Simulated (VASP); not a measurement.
Input of a VASP 6.6.1 run:

Contents of INCAR:

```
ALGO     = Fast           # electronic algorithm
EDIFF    = 1E-7           # SCF threshold, eV
EDIFFG   = -0.008         # ionic threshold
ENCUT    = 600            # plane-wave cutoff, eV
GGA      = PS             # functional
IBRION   = 2              # ionic algorithm
ISIF     = 3              # what is computed and relaxed
ISMEAR   = 0              # smearing method
LASPH    = True           # aspherical terms in the spheres
LCHARG   = False          # write CHGCAR
LREAL    = False          # projectors in reciprocal space
LWAVE    = False          # write WAVECAR
NELM     = 60             # most SCF steps
NSW      = 70             # ionic steps
PREC     = Accurate       # precision mode
PSTRESS  = 200.0        
SIGMA    = 0.1            # smearing width, eV
```

Contents of KPOINTS:

```
k-points
0
Gamma
  16 16 14
```

The input POSCAR:

```
AlNi
1.0
    1.9580172692     -1.9580172692      0.0000000000
    1.9580172692      1.9580172692      0.0000000000
    0.0000000000      0.0000000000      2.7778361142
Al Ni
1 1
Direct
    0.0000000000      0.0000000000      0.0000000000
    0.5000000000      0.5000000000      0.5000000000
```

Potentials or basis: VASP PAW PBE potentials, release 64 (Al, Ni).

Run with:

```bash
$ cat potpaw_PBE.64/Al/POTCAR potpaw_PBE.64/Ni/POTCAR > POTCAR
$ mpirun -np 1 vasp_std > vasp.out
```

Problem. What does it give for the band gap on the k mesh?

Solution. Zero (an odd number of electrons rules out a gap without spin polarisation).

Problem. Estimate the relaxed cell.

Solution. a = 2.771 Å, b = 2.771 Å, c = 2.780 Å, α = 90.00°, β = 90.00°, γ = 90.00°.

Problem. What does it give for the relaxed volume?

Solution. 10.67 Å³/atom.

Problem. What does it give for the space group after relaxing (to 0.1 Å)?

Solution. Pm-3m (No. 221).

Final structure:
```yaml
crystal:
  lattice:
    - [1.95958, -1.95958, 0.00000]
    - [1.95958, 1.95958, 0.00000]
    - [0.00000, 0.00000, 2.77991]
  atoms:
    - { symbol: Al, position: [0.00000, 0.00000, 0.00000] }
    - { symbol: Ni, position: [0.50000, 0.50000, 0.50000] }
```

Caveat: the cell is relaxed towards a set pressure, so the run minimises the enthalpy, not the energy; the PAW data sets were made with another functional, which shifts forces and pressure a little. Spin polarisation is off, so any magnetic state and its effect on volume and gap are missing.
